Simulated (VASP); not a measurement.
# WC (P3m1) in VASP: a series of runs

WC is run at these levels: PBE; tasks: single point.

All numbers are computed with VASP 6.6.1; they aren't measurements. Logs are shortened: lines on timing, memory, paths and dates and some standing lists are left out, and cuts for length are marked.

### Step 1. The cell of the first run

Symmetry: P3m1, No. 156, trigonal system. The conventional cell has a = 2.922 Å, b = 2.922 Å, c = 2.847 Å, α = 90.00°, β = 90.00°, γ = 120.00°. Within 2.7 Å of W (site symmetry 3m) lie 6 C at 2.04 to 2.40 Å. C (site symmetry 3m) has 6 W at 2.04 to 2.40 Å within 2.7 Å.

### Step 2. Single point, PBE (atoms displaced along a vibrational mode)

INCAR

```
SYSTEM = WC
ALGO = Normal
EDIFF = 1E-6
ENCUT = 520
GGA = PE
ISIF = 2
ISMEAR = 0
LASPH = .TRUE.
LCHARG = .FALSE.
LREAL = .FALSE.
LWAVE = .FALSE.
NBANDS = 16
NELM = 100
PREC = Accurate
SIGMA = 0.15
```

KPOINTS

```
k-points
0
G
  24 24 22
  0 0 0
```

POSCAR

```
WC
1.0
    2.9217716515      0.0000000000      0.0000000000
   -1.4608858258      2.5303284743      0.0000000000
    0.0000000000      0.0000000000      2.8470758817
W C
1 1
Direct
    0.0000000000      0.0000000000     -0.0060237844
    0.6666666667      0.3333333333      0.5921998608
```

Potentials or basis: VASP PAW PBE potentials, release 64 (W_sv, C).

On the command line:

```console
$ cat potpaw_PBE.64/W_sv/POTCAR potpaw_PBE.64/C/POTCAR > POTCAR
$ mpirun -np 1 vasp_std > vasp.out
```

OUTCAR:

```text
SYSTEM = WC
   EDIFF = 1E-6
   ENCUT = 520
   GGA = PE
   ISIF = 2
   ISMEAR = 0
   LASPH = .TRUE.
   LREAL = .FALSE.
   NELM = 100
   PREC = Accurate

 ion  position               nearest neighbor table
   1  0.000  0.000  0.994-   2 2.04   2 2.04   2 2.04   2 2.40   2 2.40   2 2.40
   2  0.667  0.333  0.592-   1 2.04   1 2.04   1 2.04   1 2.40   1 2.40   1 2.40

  LATTYP: Found a hexagonal cell.
 ALAT       =     2.9217716515
 C/A-ratio  =     0.9744347681

  Lattice vectors:

 A1 = (   2.9217716515,   0.0000000000,   0.0000000000)
 A2 = (  -1.4608858258,   2.5303284743,   0.0000000000)
 A3 = (   0.0000000000,   0.0000000000,   2.8470758817)

Analysis of symmetry for initial positions (statically):
=====================================================================
 Subroutine PRICEL returns:
 Original cell was already a primitive cell.

 Routine SETGRP: Setting up the symmetry group for a
 hexagonal supercell.

 Subroutine GETGRP returns: Found  6 space group operations
 (whereof  6 operations were pure point group operations)
 out of a pool of 24 trial point group operations.

The static configuration has the point symmetry C_3v.

Analysis of symmetry for dynamics (positions and initial velocities):
=====================================================================
 Subroutine PRICEL returns:
 Original cell was already a primitive cell.

 Routine SETGRP: Setting up the symmetry group for a
 hexagonal supercell.

 Subroutine GETGRP returns: Found  6 space group operations
 (whereof  6 operations were pure point group operations)
 out of a pool of 24 trial point group operations.

The dynamic configuration has the point symmetry C_3v.

 Subroutine INISYM returns: Found  6 space group operations
 (whereof  6 operations are pure point group operations),
 and found     1 'primitive' translations

----------------------------------------------------------------------------------------

                                     Primitive cell

  volume of cell :      21.0486

  direct lattice vectors                    reciprocal lattice vectors
     2.921771651  0.000000000  0.000000000     0.342258095  0.197602803  0.000000000
    -1.460885826  2.530328474  0.000000000     0.000000000  0.395205607  0.000000000
     0.000000000  0.000000000  2.847075882     0.000000000  0.000000000  0.351237565

  length of vectors
     2.921771651  2.921771652  2.847075882     0.395205607  0.395205607  0.351237565

  position of ions in fractional coordinates (direct lattice)
     0.000000000  0.000000000  0.993976216
     0.666666667  0.333333333  0.592199861

  ion indices of the primitive-cell ions
   primitive index   ion index
                 1           1
                 2           2

----------------------------------------------------------------------------------------

 KPOINTS: k-points

Automatic generation of k-mesh.
 Grid dimensions read from file:
 generate k-points for:   24   24   22

 Generating k-lattice:

  Cartesian coordinates                     Fractional coordinates (reciprocal lattice)
     0.014260754  0.008233450  0.000000000     0.041666667 -0.000000000  0.000000000
     0.000000000  0.016466900  0.000000000     0.000000000  0.041666667  0.000000000
     0.000000000  0.000000000  0.015965344     0.000000000  0.000000000  0.045454545

  Length of vectors
     0.016466900  0.016466900  0.015965344

  Shift w.r.t. Gamma in fractional coordinates (k-lattice)
     0.000000000  0.000000000  0.000000000

 Subroutine IBZKPT returns following result:
 ===========================================

 Found   1212 irreducible k-points:

 Following reciprocal coordinates:
            Coordinates               Weight
  0.000000  0.000000  0.000000      1.000000
  0.041667 -0.000000  0.000000      6.000000
  0.083333  0.000000  0.000000      6.000000
  0.125000  0.000000  0.000000      6.000000
  0.166667  0.000000  0.000000      6.000000
  0.208333  0.000000  0.000000      6.000000
[... 16 lines left out ...]
  0.416667  0.041667  0.000000     12.000000
  0.458333  0.041667  0.000000     12.000000
 [... further k-points ...]
   k-points           NKPTS =   1212   k-points in BZ     NKDIM =   1212   number of bands    NBANDS=     16
   number of dos      NEDOS =    301   number of ions     NIONS =      2
   total plane-waves  NPLWV =  13824
   dimension x,y,z NGX =    24 NGY =   24 NGZ =   24
   dimension x,y,z NGXF=    48 NGYF=   48 NGZF=   48
   ions per type =               1   1
   NGX,Y,Z   is equivalent  to a cutoff of  13.66, 13.66, 14.01 a.u.
   NGXF,Y,Z  is equivalent  to a cutoff of  27.31, 27.31, 28.03 a.u.
 SYSTEM =  WC
   PREC   = accura    normal or accurate (medium, high low for compatibility)
   ISTART =      0    job   : 0-new  1-cont  2-samecut
   ICHARG =      2    charge: 1-file 2-atom 10-const
   ISPIN  =      1    spin polarized calculation?
   LNONCOLLINEAR =      F non collinear calculations
   LSORBIT =      F    spin-orbit coupling
   LASPH  =      T    aspherical Exc in radial PAW
   ENCUT  =  520.0 eV  38.22 Ry    6.18 a.u.   5.43  5.43  5.29*2*pi/ulx,y,z
   NELM   =    100;   NELMIN=  2; NELMDL= -5     # of ELM steps
   EDIFF  = 0.1E-05   stopping-criterion for ELM
   LREAL  =      F    real-space projection
[... 7 lines left out ...]
   TEBEG  =    0.0;   TEEND  =   0.0 temperature during run
   PSTRESS=    0.0 pullay stress
   NELECT =      18.0000    total number of electrons
   NUPDOWN=      -1.0000    fix difference up-down
   EMIN   =  10.00;   EMAX   =-10.00  energy-range for DOS
   EFERMI =   0.00;   METHOD = LEGACY
   ISMEAR =     0;   SIGMA  =   0.15  broadening in eV -4-tet -1-fermi 0-gaus
   EFERMI_NEDOS =   21; number of points for ismear=-14 and -15
   IALGO  =     38    algorithm
   IMIX   =      4    mixing-type and parameters
     AMIX     =   0.40;   BMIX     =  1.00
     AMIX_MAG =   1.60;   BMIX_MAG =  1.00
  volume/ion in A,a.u.               =      10.52        71.02
  Fermi-wavevector in a.u.,A,eV,Ry     =   1.553907  2.936458 32.852980  2.414626
  Thomas-Fermi vector in A             =   2.658070
   LORBIT       =      0    0 simple, 1 ext, 2 COOP (PROOUT), +10 PAW based schemes
   GGA     = PE    functional components
   LHFCALC =     F    Hartree Fock is set to
   AEXX    =    0.0000 exact exchange contribution
   IVDW    =     0    specifies the selected vdW correction
   LEPSILON=     F    determine dielectric tensor
   LRPA    =     F    only Hartree local field effects (RPA)
 non-spin polarized calculation
 Gauss-broadening in eV      SIGMA  =   0.15
  energy-cutoff  :      520.00
  volume of cell :       21.05
 maximum number of plane-waves:       587
 NGX is ok and might be reduce to    24
   NGX = 11   NGY = 11   NGZ = 11

 number of electron      18.0000002 magnetization

 Free energy of the ion-electron system (eV)
  ---------------------------------------------------
  ext. energy  EPLUGINS =         0.00000000
  ---------------------------------------------------
  free energy    TOTEN  =       -21.88684735 eV

  energy without entropy =      -21.88335726  energy(sigma->0) =      -21.88510231

 E-fermi :  11.0741     XC(G=0): -13.6731

 val. band max:       11.0647795132   @ k =   0.0833   0.0000   0.3182
 cond. band min:      11.0780282357   @ k =  -0.0417   0.1667   0.4545
 fundamental gap:      0.0132487225
 Fermi energy:        11.0740517044

 k-point     1 :       0.0000    0.0000    0.0000
  band No.  band energies     occupation
      1     -63.0234      2.00000
      2     -27.0267      2.00000
      3     -26.9681      2.00000
      4     -26.9681      2.00000
      5      -3.4433      2.00000
      6       5.8863      2.00000
[... 8 lines left out ...]
     15      23.4240      0.00000
     16      27.6393      0.00000

 k-point     2 :       0.0417   -0.0000    0.0000
  band No.  band energies     occupation
      1     -63.0225      2.00000
      2     -27.0255      2.00000
      3     -26.9820      2.00000
      4     -26.9714      2.00000
      5      -3.3975      2.00000
      6       5.8972      2.00000
[... 8 lines left out ...]
     15      23.4539      0.00000
     16      27.6824      0.00000

 k-point     3 :       0.0833    0.0000    0.0000
  band No.  band energies     occupation
      1     -63.0197      2.00000
      2     -27.0324      2.00000
      3     -27.0122      2.00000
      4     -26.9809      2.00000
      5      -3.2623      2.00000
      6       5.9047      2.00000
[... 8 lines left out ...]
     15      23.5420      0.00000
     16      27.7855      0.00000

 k-point     4 :       0.1250    0.0000    0.0000
  band No.  band energies     occupation
      1     -63.0152      2.00000
      2     -27.0938      2.00000
      3     -27.0091      2.00000
      4     -26.9961      2.00000
      5      -3.0443      2.00000
      6       5.8264      2.00000
[... 8 lines left out ...]
     15      23.6872      0.00000
     16      27.9038      0.00000
[... 324 lines left out ...]
 k-point    22 :       0.3750    0.0417    0.0000
  band No.  band energies     occupation
      1     -62.9730      2.00000
      2     -27.6885      2.00000
      3     -27.1453      2.00000
      4     -26.9310      2.00000
      5      -0.6806      2.00000
      6       4.1121      2.00000
[... 8 lines left out ...]
     15      25.3152      0.00000
     16      26.5496      0.00000

 k-point    23 :       0.4167    0.0417    0.0000
  band No.  band energies     occupation
      1     -62.9694      2.00000
      2     -27.7373      2.00000
      3     -27.1578      2.00000
      4     -26.9242      2.00000
      5      -0.4404      2.00000
      6       4.0226      2.00000
[... 8 lines left out ...]
     15      24.6594      0.00000
     16      26.8944      0.00000

 k-point    24 :       0.4583    0.0417    0.0000
  band No.  band energies     occupation
      1     -62.9675      2.00000
      2     -27.7624      2.00000
      3     -27.1643      2.00000
      4     -26.9207      2.00000
      5      -0.3126      2.00000
      6       3.9845      2.00000
[... 8 lines left out ...]
     15      24.2199      0.00000
     16      27.1444      0.00000

 [... further k-points ...]

------------------------ aborting loop because EDIFF is reached ----------------------------------------

  FORCE on cell =-STRESS in cart. coord.  units (eV):
  Direction    XX          YY          ZZ          XY          YZ          ZX
  --------------------------------------------------------------------------------------
  -------------------------------------------------------------------------------------
  Total        2.2437399      2.2437399      2.5424481     -0.0000000      0.0000000      0.0000000
  in kB      170.7893834    170.7893834    193.5265076     -0.0000000      0.0000000      0.0000000
  external PRESSURE =     178.3684248 kB  Pullay stress =       0.0000000 kB

 VOLUME and BASIS-vectors are now :
 -----------------------------------------------------------------------------
  energy-cutoff  :      520.00
  volume of cell :       21.05
      direct lattice vectors                 reciprocal lattice vectors
     2.921771651  0.000000000  0.000000000     0.342258095  0.197602803  0.000000000
    -1.460885826  2.530328474  0.000000000     0.000000000  0.395205607  0.000000000
     0.000000000  0.000000000  2.847075882     0.000000000  0.000000000  0.351237565

 POSITION                                       TOTAL-FORCE (eV/Angst)
 -----------------------------------------------------------------------------------
      0.00000      0.00000      2.82993        -0.000000     -0.000000      4.281054
      1.46089      0.84344      1.68604         0.000000      0.000000     -4.281054
 -----------------------------------------------------------------------------------
    total drift:                                0.000000      0.000000     -0.000594

  FREE ENERGIE OF THE ION-ELECTRON SYSTEM (eV)
  ---------------------------------------------------
  free  energy   TOTEN  =       -21.8868473527 eV

  energy  without entropy=      -21.8833572590  energy(sigma->0) =      -21.88510231
```

Run time: 2.5 min. Hardware: 1 thread of AMD EPYC 9R45 (Zen 5), shared host; peak memory 0.45 GiB.

Results:

| Item | Value |
| --- | --- |
| Free energy | -21.8868 eV |
| Pressure | 17.8 GPa |
| Largest force | 4.281 eV/Å |
| Band gap on the k mesh | zero (bands 9 and 10 overlap by 1.61 eV) |

Forces on the atoms (eV/Å):
```
W    0.000  0.000  4.281
C    0.000  0.000 -4.281
```

Caveat: the cell differs from its parent crystal (atoms displaced along a vibrational mode); the cell stands under pressure; spin-orbit coupling is left out, which moves the levels of the heavy elements; forces of over 1 eV/Å act on the atoms, so gaps and moduli don't describe the material at rest.

### Step 3. Single point, PBE (atoms displaced along a vibrational mode)

INCAR

```
PREC = Accurate
ENCUT = 520
EDIFF = 1E-6
ISMEAR = 0
SIGMA = 0.15
LREAL = F
LASPH = T
NELM = 80
ALGO = Normal
ISIF = 2
LWAVE = F
LCHARG = T
GGA = PE
LELF = T
LVHAR = T
NBANDS = 16
```

KPOINTS

```
Automatic mesh
0
Gamma
  24 24 22
```

POSCAR

```
WC
1.0
    2.9217716515      0.0000000000      0.0000000000
   -1.4608858258      2.5303284743      0.0000000000
    0.0000000000      0.0000000000      2.8470758817
W C
1 1
Direct
    0.0000000000      0.0000000000     -0.0043027032
    0.6666666667      0.3333333333      0.5658570434
```

Potentials or basis: VASP PAW PBE potentials, release 64 (W_sv, C).

On the command line:

```console
$ cat potpaw_PBE.64/W_sv/POTCAR potpaw_PBE.64/C/POTCAR > POTCAR
$ mpirun -np 1 vasp_std > vasp.out
```

OUTCAR:

```text
PREC = Accurate
   ENCUT = 520
   EDIFF = 1E-6
   ISMEAR = 0
   LREAL = F
   LASPH = T
   NELM = 80
   ISIF = 2
   GGA = PE

 ion  position               nearest neighbor table
   1  0.000  0.000  0.996-   2 2.08   2 2.08   2 2.08   2 2.34   2 2.34   2 2.34
   2  0.667  0.333  0.566-   1 2.08   1 2.08   1 2.08   1 2.34   1 2.34   1 2.34

  LATTYP: Found a hexagonal cell.
 ALAT       =     2.9217716515
 C/A-ratio  =     0.9744347681

  Lattice vectors:

[... 641 lines left out ...]

 [... further k-points ...]

------------------------ aborting loop because EDIFF is reached ----------------------------------------

  FORCE on cell =-STRESS in cart. coord.  units (eV):
  Direction    XX          YY          ZZ          XY          YZ          ZX
  --------------------------------------------------------------------------------------
  -------------------------------------------------------------------------------------
  Total        1.1429521      1.1429521      1.5308151     -0.0000000     -0.0000000      0.0000000
  in kB       86.9994272     86.9994272    116.5228520     -0.0000000     -0.0000000      0.0000000
  external PRESSURE =      96.8405688 kB  Pullay stress =       0.0000000 kB

 VOLUME and BASIS-vectors are now :
 -----------------------------------------------------------------------------
  energy-cutoff  :      520.00
  volume of cell :       21.05
      direct lattice vectors                 reciprocal lattice vectors
     2.921771651  0.000000000  0.000000000     0.342258095  0.197602803  0.000000000
    -1.460885826  2.530328474  0.000000000     0.000000000  0.395205607  0.000000000
     0.000000000  0.000000000  2.847075882     0.000000000  0.000000000  0.351237565

 POSITION                                       TOTAL-FORCE (eV/Angst)
 -----------------------------------------------------------------------------------
      0.00000      0.00000      2.83483         0.000000      0.000000      2.897344
      1.46089      0.84344      1.61104         0.000000      0.000000     -2.897344
 -----------------------------------------------------------------------------------
    total drift:                               -0.000000      0.000000     -0.000476

  FREE ENERGIE OF THE ION-ELECTRON SYSTEM (eV)
  ---------------------------------------------------
  free  energy   TOTEN  =       -22.1731707108 eV

  energy  without entropy=      -22.1698842223  energy(sigma->0) =      -22.17152747
```

OSZICAR:

```text
N       E                     dE             d eps       ncg     rms          rms(c)
DAV:   1     0.110758585407E+03    0.11076E+03   -0.93651E+03 38888   0.125E+03
DAV:   2    -0.220226437514E+02   -0.13278E+03   -0.12829E+03 46176   0.337E+02
DAV:   3    -0.252517114760E+02   -0.32291E+01   -0.32177E+01 42992   0.500E+01
DAV:   4    -0.252688762831E+02   -0.17165E-01   -0.17164E-01 49936   0.410E+00
DAV:   5    -0.252690037903E+02   -0.12751E-03   -0.12751E-03 42968   0.337E-01    0.328E+01
DAV:   6    -0.222642672028E+02    0.30047E+01   -0.57933E+00 46328   0.261E+01    0.874E+00
DAV:   7    -0.222008279949E+02    0.63439E-01   -0.44166E-01 39408   0.528E+00    0.634E+00
DAV:   8    -0.221744547238E+02    0.26373E-01   -0.63272E-02 43616   0.217E+00    0.848E-01
DAV:   9    -0.221732300649E+02    0.12247E-02   -0.32651E-03 42976   0.435E-01    0.128E-01
DAV:  10    -0.221731719840E+02    0.58081E-04   -0.35005E-04 46648   0.207E-01    0.479E-02
DAV:  11    -0.221731711094E+02    0.87466E-06   -0.13326E-05 45344   0.366E-02    0.102E-02
DAV:  12    -0.221731707108E+02    0.39857E-06   -0.20595E-06 36672   0.143E-02
   1 F= -.22173171E+02 E0= -.22171527E+02  d E =-.328649E-02
```

stdout:

```text
POSCAR found type information on POSCAR W C
 POSCAR found :  2 types and       2 ions
 scaLAPACK will be used
 LDA part: xc-table for (Slater+PW92), standard interpolation
 POSCAR, INCAR and KPOINTS ok, starting setup
 FFT: planning ... GRIDC
 FFT: planning ... GRID_SOFT
 FFT: planning ... GRID
 WAVECAR not read
 entering main loop
```

Wall time 2.6 min (1 thread of AMD EPYC 9R45 (Zen 5), shared host); peak memory 0.45 GiB.

Results:

```yaml
Free_energy: -22.1732 eV
Pressure: 9.7 GPa
Largest_force: 2.897 eV/Å
Band_gap_on_the_k_mesh: zero (bands 9 and 10 overlap by 1.29 eV)
```

Forces in eV/Å, atoms in the order of the input:
```
W    0.000  0.000  2.897
C    0.000  0.000 -2.897
```

Stress tensor (GPa, compression positive):
```
 8.70  0.00  0.00
 0.00  8.70  0.00
 0.00  0.00 11.65
```

Caveat: the cell differs from its parent crystal (atoms displaced along a vibrational mode); the cell stands under pressure; spin-orbit coupling is left out, which moves the levels of the heavy elements; forces of over 1 eV/Å act on the atoms, so gaps and moduli don't describe the material at rest.
